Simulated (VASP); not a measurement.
Runs of VASP 6.6.1 on Nb. The structure is that of space group P6_3/mmc (No. 194), or close to it. The cells are those of the table. This isn't the form of Nb at room conditions, which is bcc.

| task | cell | k mesh | cutoff (eV) | gap on the mesh (eV) | pressure (GPa) |
| --- | --- | --- | --- | --- | --- |
| single point | a = 2.922, b = 2.922, c = 10.697 Å, angles 90.0, 90.0, 120.0°, 4 atoms | 14 × 14 × 4 | 520 | none | -5.9 |
| single point | a = 2.845, b = 2.845, c = 10.416 Å, angles 90.0, 90.0, 120.0°, 4 atoms | 14 × 14 × 4 | 520 | none | 6.5 |
| relaxation of cell and atoms | relaxed from a = 2.940, b = 2.940, c = 9.603 Å, angles 90.0, 90.0, 120.0°, 4 atoms | 12 × 12 × 4 | 600 | none | 0.0 |
| single point | a = 2.959, b = 2.959, c = 10.833 Å, angles 90.0, 90.0, 120.0°, 4 atoms | 14 × 14 × 4 | 520 | none | -10.5 |
| single point | a = 2.764, b = 2.764, c = 10.118 Å, angles 90.0, 90.0, 120.0°, 4 atoms | 14 × 14 × 4 | 520 | none | (b) |
| single point | a = 2.805, b = 2.805, c = 10.269 Å, angles 90.0, 90.0, 120.0°, 4 atoms | 14 × 14 × 4 | 520 | none | (a) |
| single point | a = 2.884, b = 2.884, c = 10.558 Å, angles 90.0, 90.0, 120.0°, 4 atoms | 12 × 12 × 4 | 520 | none | -0.3 |

Alike in all rows: level RPBE; potentials or basis VASP PAW PBE potentials, release 64 (Nb_sv); no spin polarisation; smearing fermi-dirac 0.1 eV.

Question: Estimate the missing entries.

Answer: (a) 14.6; (b) 24.6.

Caveats: the PAW data sets were made with another functional, which shifts forces and pressure a little; the cell stands under pressure (at least some runs); the cell stands under tension (at least some runs).

A k mesh can miss the band edges, and the runs leave out spin-orbit coupling on Nb.

A gap of «none» marks levels without a gap at the run's occupations.
